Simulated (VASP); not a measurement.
A run of VASP 6.6.1 is set up as follows.

File INCAR:

```
GGA = PS
ISMEAR = 0
SIGMA = 0.03
LWAVE = False
LCHARG = False
ISIF = 2
NSW = 120
PREC = Accurate
LASPH = True
LREAL = False
ALGO = Normal
EDIFF = 1E-7
NELM = 120
GGA_COMPAT = False
IBRION = 2
EDIFFG = -0.002
NELMIN = 4
ENCUT = 520
EFERMI = MIDGAP
KPAR = 4
```

File KPOINTS:

```
Automatic mesh
0
Gamma
  6 6 6
  0 0 0
```

The input POSCAR:

```
AgCl
1.0
    1.8709097030     -5.5565952358      0.0000000000
    1.8709097030      5.5565952358      0.0000000000
    0.0000000000      0.0000000000      3.9240373500
Ag Cl
2 2
Direct
    0.6174000000      0.4119410000      0.2496580000
    0.3977490000      0.6003130000      0.7503320000
    0.1280250000      0.8681760000      0.7494370000
    0.8692090000      0.1340700000      0.2560710000
```

Potentials or basis: VASP PAW PBE potentials, release 64 (Ag, Cl).

Command:

```bash
$ cat potpaw_PBE.64/Ag/POTCAR potpaw_PBE.64/Cl/POTCAR > POTCAR
$ mpirun -np 4 vasp_std > vasp.out
```

Problem. Predict the band gap on the k mesh.

Solution. 0.26 eV (least direct gap 1.73 eV).

Problem. Estimate the energy gained by relaxing.

Solution. 1.7 meV/atom.

Stress tensor (GPa, compression positive):
```
-3.12 -0.01  0.00
-0.01 -1.91  0.00
 0.00  0.00 -3.30
```

Caveat: the cell differs from its parent crystal (atoms moved at random); the PAW data sets were made with another functional, which shifts forces and pressure a little. A k mesh can miss the band edges.
